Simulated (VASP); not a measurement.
# BaTiO3 in VASP: further runs

Runs on BaTiO3. Level: PBE. Tasks: single point.

All numbers are computed with VASP 6.6.1; they aren't measurements. Logs are shortened: lines on timing, memory, paths and dates and some standing lists are left out, and cuts for length are marked.

**1. The cell of the first run**

Symmetry: P4/mmm, No. 123, tetragonal system. The conventional cell has a = 3.858 Å, b = 3.858 Å, c = 4.019 Å, α = 90.00°, β = 90.00°, γ = 90.00°. Ba (site symmetry 4/mmm) has 12 O at 2.73 to 2.79 Å and 8 Ti at 3.39 Å within 3.6 Å. Ti (site symmetry 4/mmm) has 6 O at 1.93 to 2.01 Å within 2.6 Å. Within 2.7 Å of O (site symmetry 4/mmm) lie 2 Ti at 2.01 Å. Within 2.6 Å of O (site symmetry mmm) lie 2 Ti at 1.93 Å.

**2. Single point, PBE (strain -0.040 along x and y, +0.000 along z)**

Contents of INCAR:

```
PREC = Accurate
ENCUT = 520
EDIFF = 1E-6
ISMEAR = 0
SIGMA = 0.05
LREAL = False
LASPH = True
NELM = 100
ALGO = Normal
ISIF = 2
LWAVE = False
LCHARG = False
GGA = PE
NBANDS = 28
```

Contents of KPOINTS:

```
regular mesh
0
Gamma
  8 8 8
```

Contents of POSCAR:

```
BaTiO3
1.0
    3.8584625870      0.0000000000      0.0000000000
    0.0000000000      3.8584625870      0.0000000000
    0.0000000000      0.0000000000      4.0192813204
Ba Ti O
1 1 3
Direct
    0.0000000000      0.0000000000      0.0000000000
    0.5000000000      0.5000000000      0.5000000000
    0.5000000000      0.5000000000      0.0000000000
    0.5000000000      0.0000000000      0.5000000000
    0.0000000000      0.5000000000      0.5000000000
```

Potentials or basis: VASP PAW PBE potentials, release 64 (Ba_sv, Ti_sv, O).

Command:

```console
$ cat potpaw_PBE.64/Ba_sv/POTCAR potpaw_PBE.64/Ti_sv/POTCAR potpaw_PBE.64/O/POTCAR > POTCAR
$ mpirun -np 1 vasp_std > vasp.out
```

OUTCAR:

```text
PREC = Accurate
   ENCUT = 520
   EDIFF = 1E-6
   ISMEAR = 0
   LREAL = False
   LASPH = True
   NELM = 100
   ISIF = 2
   GGA = PE

 ion  position               nearest neighbor table
   1  0.000  0.000  0.000-   3 2.73   3 2.73   3 2.73   3 2.73   5 2.79   4 2.79   5 2.79   5 2.79
                             5 2.79   4 2.79   4 2.79   4 2.79   2 3.39   2 3.39   2 3.39   2 3.39
   2  0.500  0.500  0.500-   4 1.93   5 1.93   4 1.93   5 1.93   3 2.01   3 2.01   1 3.39   1 3.39
                             1 3.39   1 3.39   1 3.39   1 3.39   1 3.39   1 3.39
   3  0.500  0.500  0.000-   2 2.01   2 2.01   1 2.73   1 2.73   1 2.73   1 2.73
   4  0.500  0.000  0.500-   2 1.93   2 1.93   1 2.79   1 2.79   1 2.79   1 2.79
   5  0.000  0.500  0.500-   2 1.93   2 1.93   1 2.79   1 2.79   1 2.79   1 2.79

  LATTYP: Found a simple tetragonal cell.
 ALAT       =     3.8584625870
 C/A-ratio  =     1.0416794850

  Lattice vectors:

 A1 = (   3.8584625870,   0.0000000000,   0.0000000000)
 A2 = (   0.0000000000,   3.8584625870,   0.0000000000)
 A3 = (   0.0000000000,   0.0000000000,   4.0192813204)

Analysis of symmetry for initial positions (statically):
=====================================================================
 Subroutine PRICEL returns:
 Original cell was already a primitive cell.

 Routine SETGRP: Setting up the symmetry group for a
 simple tetragonal supercell.

 Subroutine GETGRP returns: Found 16 space group operations
 (whereof 16 operations were pure point group operations)
 out of a pool of 16 trial point group operations.

The static configuration has the point symmetry D_4h.

Analysis of symmetry for dynamics (positions and initial velocities):
=====================================================================
 Subroutine PRICEL returns:
 Original cell was already a primitive cell.

 Routine SETGRP: Setting up the symmetry group for a
 simple tetragonal supercell.

 Subroutine GETGRP returns: Found 16 space group operations
 (whereof 16 operations were pure point group operations)
 out of a pool of 16 trial point group operations.

The dynamic configuration has the point symmetry D_4h.

 Subroutine INISYM returns: Found 16 space group operations
 (whereof 16 operations are pure point group operations),
 and found     1 'primitive' translations

----------------------------------------------------------------------------------------

                                     Primitive cell

  volume of cell :      59.8380

  direct lattice vectors                    reciprocal lattice vectors
     3.858462587  0.000000000  0.000000000     0.259170583  0.000000000  0.000000000
     0.000000000  3.858462587  0.000000000     0.000000000  0.259170583  0.000000000
     0.000000000  0.000000000  4.019281320     0.000000000  0.000000000  0.248800699

  length of vectors
     3.858462587  3.858462587  4.019281320     0.259170583  0.259170583  0.248800699

  position of ions in fractional coordinates (direct lattice)
     0.000000000  0.000000000  0.000000000
     0.500000000  0.500000000  0.500000000
     0.500000000  0.500000000  0.000000000
     0.500000000  0.000000000  0.500000000
     0.000000000  0.500000000  0.500000000

  ion indices of the primitive-cell ions
   primitive index   ion index
                 1           1
                 2           2
                 3           3
                 4           4
                 5           5

----------------------------------------------------------------------------------------

 KPOINTS: regular mesh

Automatic generation of k-mesh.
 Grid dimensions read from file:
 generate k-points for:    8    8    8

 Generating k-lattice:

  Cartesian coordinates                     Fractional coordinates (reciprocal lattice)
     0.032396323  0.000000000  0.000000000     0.125000000  0.000000000  0.000000000
     0.000000000  0.032396323  0.000000000     0.000000000  0.125000000  0.000000000
     0.000000000  0.000000000  0.031100087     0.000000000  0.000000000  0.125000000

  Length of vectors
     0.032396323  0.032396323  0.031100087

  Shift w.r.t. Gamma in fractional coordinates (k-lattice)
     0.000000000  0.000000000  0.000000000

 Subroutine IBZKPT returns following result:
 ===========================================

 Found     75 irreducible k-points:

 Following reciprocal coordinates:
            Coordinates               Weight
  0.000000  0.000000  0.000000      1.000000
  0.125000  0.000000  0.000000      4.000000
  0.250000  0.000000  0.000000      4.000000
  0.375000  0.000000  0.000000      4.000000
  0.500000  0.000000  0.000000      2.000000
  0.125000  0.125000  0.000000      4.000000
[... 16 lines left out ...]
  0.375000  0.125000  0.125000     16.000000
  0.500000  0.125000  0.125000      8.000000
 [... further k-points ...]
   k-points           NKPTS =     75   k-points in BZ     NKDIM =     75   number of bands    NBANDS=     28
   number of dos      NEDOS =    301   number of ions     NIONS =      5
   total plane-waves  NPLWV =  27000
   dimension x,y,z NGX =    30 NGY =   30 NGZ =   30
   dimension x,y,z NGXF=    60 NGYF=   60 NGZF=   60
   ions per type =               1   1   3
   NGX,Y,Z   is equivalent  to a cutoff of  12.93, 12.93, 12.41 a.u.
   NGXF,Y,Z  is equivalent  to a cutoff of  25.85, 25.85, 24.82 a.u.
 SYSTEM =  unknown system
   PREC   = accura    normal or accurate (medium, high low for compatibility)
   ISTART =      0    job   : 0-new  1-cont  2-samecut
   ICHARG =      2    charge: 1-file 2-atom 10-const
   ISPIN  =      1    spin polarized calculation?
   LNONCOLLINEAR =      F non collinear calculations
   LSORBIT =      F    spin-orbit coupling
   LASPH  =      T    aspherical Exc in radial PAW
   ENCUT  =  520.0 eV  38.22 Ry    6.18 a.u.   7.17  7.17  7.47*2*pi/ulx,y,z
   NELM   =    100;   NELMIN=  2; NELMDL= -5     # of ELM steps
   EDIFF  = 0.1E-05   stopping-criterion for ELM
   LREAL  =      F    real-space projection
   EDIFFG = 0.1E-04   stopping-criterion for IOM
   NSW    =      0    number of steps for IOM
   IBRION =     -1    ionic relax: 0-MD 1-quasi-New 2-CG
   NFREE  =      0    steps in history (QN), initial steepest desc. (CG)
   ISIF   =      2    stress and relaxation
   ISYM   =      2    0-nonsym 1-usesym 2-fastsym
   POTIM  = 0.5000    time-step for ionic-motion
   TEBEG  =    0.0;   TEEND  =   0.0 temperature during run
   PSTRESS=    0.0 pullay stress
   NELECT =      40.0000    total number of electrons
   NUPDOWN=      -1.0000    fix difference up-down
   EMIN   =  10.00;   EMAX   =-10.00  energy-range for DOS
   EFERMI =   0.00;   METHOD = LEGACY
   ISMEAR =     0;   SIGMA  =   0.05  broadening in eV -4-tet -1-fermi 0-gaus
   EFERMI_NEDOS =   21; number of points for ismear=-14 and -15
   IALGO  =     38    algorithm
   IMIX   =      4    mixing-type and parameters
     AMIX     =   0.40;   BMIX     =  1.00
     AMIX_MAG =   1.60;   BMIX_MAG =  1.00
  volume/ion in A,a.u.               =      11.97        80.76
  Fermi-wavevector in a.u.,A,eV,Ry     =   1.431427  2.705005 27.878104  2.048983
  Thomas-Fermi vector in A             =   2.551165
   LORBIT       =      0    0 simple, 1 ext, 2 COOP (PROOUT), +10 PAW based schemes
   GGA     = PE    functional components
   LHFCALC =     F    Hartree Fock is set to
   AEXX    =    0.0000 exact exchange contribution
   IVDW    =     0    specifies the selected vdW correction
   LEPSILON=     F    determine dielectric tensor
   LRPA    =     F    only Hartree local field effects (RPA)
 non-spin polarized calculation
 Gauss-broadening in eV      SIGMA  =   0.05
  energy-cutoff  :      520.00
  volume of cell :       59.84
 maximum number of plane-waves:      1640
 NGX is ok and might be reduce to    30
   NGX = 15   NGY = 15   NGZ = 15

 number of electron      40.0000010 magnetization

 Free energy of the ion-electron system (eV)
  ---------------------------------------------------
  ext. energy  EPLUGINS =         0.00000000
  ---------------------------------------------------
  free energy    TOTEN  =       -39.62270600 eV

  energy without entropy =      -39.62270600  energy(sigma->0) =      -39.62270600

 E-fermi :   4.6795     XC(G=0): -11.6278

 val. band max:        4.4556547522   @ k =   0.5000   0.5000   0.5000
 cond. band min:       6.2413385934   @ k =   0.0000   0.0000   0.0000
 fundamental gap:      1.7856838413
 Fermi energy:         4.6795272684

 k-point     1 :       0.0000    0.0000    0.0000
  band No.  band energies     occupation
      1     -51.9496      2.00000
      2     -28.2143      2.00000
      3     -28.2143      2.00000
      4     -28.1866      2.00000
      5     -20.2905      2.00000
      6     -12.7046      2.00000
[... 20 lines left out ...]
     27       9.7430      0.00000
     28      12.5828      0.00000

 k-point     2 :       0.1250    0.0000    0.0000
  band No.  band energies     occupation
      1     -51.9493      2.00000
      2     -28.2273      2.00000
      3     -28.2138      2.00000
      4     -28.1860      2.00000
      5     -20.2636      2.00000
      6     -12.6999      2.00000
[... 20 lines left out ...]
     27      10.0896      0.00000
     28      12.9877      0.00000

 k-point     3 :       0.2500    0.0000    0.0000
  band No.  band energies     occupation
      1     -51.9487      2.00000
      2     -28.2583      2.00000
      3     -28.2126      2.00000
      4     -28.1848      2.00000
      5     -20.1971      2.00000
      6     -12.7789      2.00000
[... 20 lines left out ...]
     27      10.9485      0.00000
     28      13.0369      0.00000

 k-point     4 :       0.3750    0.0000    0.0000
  band No.  band energies     occupation
      1     -51.9480      2.00000
      2     -28.2891      2.00000
      3     -28.2113      2.00000
      4     -28.1835      2.00000
      5     -20.1286      2.00000
      6     -12.9295      2.00000
[... 578 lines left out ...]
     27      11.3795      0.00000
     28      13.2067      0.00000

 k-point    23 :       0.3750    0.1250    0.1250
  band No.  band energies     occupation
      1     -51.9476      2.00000
      2     -28.2877      2.00000
      3     -28.2236      2.00000
      4     -28.1906      2.00000
      5     -20.0979      2.00000
      6     -12.7802      2.00000
[... 20 lines left out ...]
     27      12.3464      0.00000
     28      13.3664      0.00000

 k-point    24 :       0.5000    0.1250    0.1250
  band No.  band energies     occupation
      1     -51.9473      2.00000
      2     -28.3002      2.00000
      3     -28.2231      2.00000
      4     -28.1900      2.00000
      5     -20.0719      2.00000
      6     -12.8326      2.00000
[... 20 lines left out ...]
     27      12.7437      0.00000
     28      13.5345      0.00000

 [... further k-points ...]

------------------------ aborting loop because EDIFF is reached ----------------------------------------

  FORCE on cell =-STRESS in cart. coord.  units (eV):
  Direction    XX          YY          ZZ          XY          YZ          ZX
  --------------------------------------------------------------------------------------
  -------------------------------------------------------------------------------------
  Total        8.3398626      8.3398626      4.3836264      0.0000000      0.0000000      0.0000000
  in kB      223.3019345    223.3019345    117.3727087      0.0000000      0.0000000      0.0000000
  external PRESSURE =     187.9921926 kB  Pullay stress =       0.0000000 kB

 VOLUME and BASIS-vectors are now :
 -----------------------------------------------------------------------------
  energy-cutoff  :      520.00
  volume of cell :       59.84
      direct lattice vectors                 reciprocal lattice vectors
     3.858462587  0.000000000  0.000000000     0.259170583  0.000000000  0.000000000
     0.000000000  3.858462587  0.000000000     0.000000000  0.259170583  0.000000000
     0.000000000  0.000000000  4.019281320     0.000000000  0.000000000  0.248800699

 POSITION                                       TOTAL-FORCE (eV/Angst)
 -----------------------------------------------------------------------------------
      0.00000      0.00000      0.00000         0.000000      0.000000      0.000000
      1.92923      1.92923      2.00964         0.000000      0.000000      0.000000
      1.92923      1.92923      0.00000         0.000000      0.000000      0.000000
      1.92923      0.00000      2.00964         0.000000      0.000000      0.000000
      0.00000      1.92923      2.00964         0.000000      0.000000      0.000000
 -----------------------------------------------------------------------------------
    total drift:                                0.000000      0.000000     -0.000000

  FREE ENERGIE OF THE ION-ELECTRON SYSTEM (eV)
  ---------------------------------------------------
  free  energy   TOTEN  =       -39.6227060005 eV

  energy  without entropy=      -39.6227060005  energy(sigma->0) =      -39.62270600
```

It took 70 s on 1 thread of AMD EPYC 9R45 (Zen 5), shared host; peak memory 0.23 GiB.

What came out:

```yaml
Free_energy: -39.6227 eV
Pressure: 18.8 GPa
Band_gap_on_the_k_mesh: 1.79 eV, indirect (least direct gap 1.90 eV)
```

Caveat: the cell differs from its parent crystal (strain -0.040 along x and y, +0.000 along z); spin-orbit coupling is left out, which moves the levels of the heavy elements. A k mesh can miss the band edges.

(Continued in part 2 of 2.)
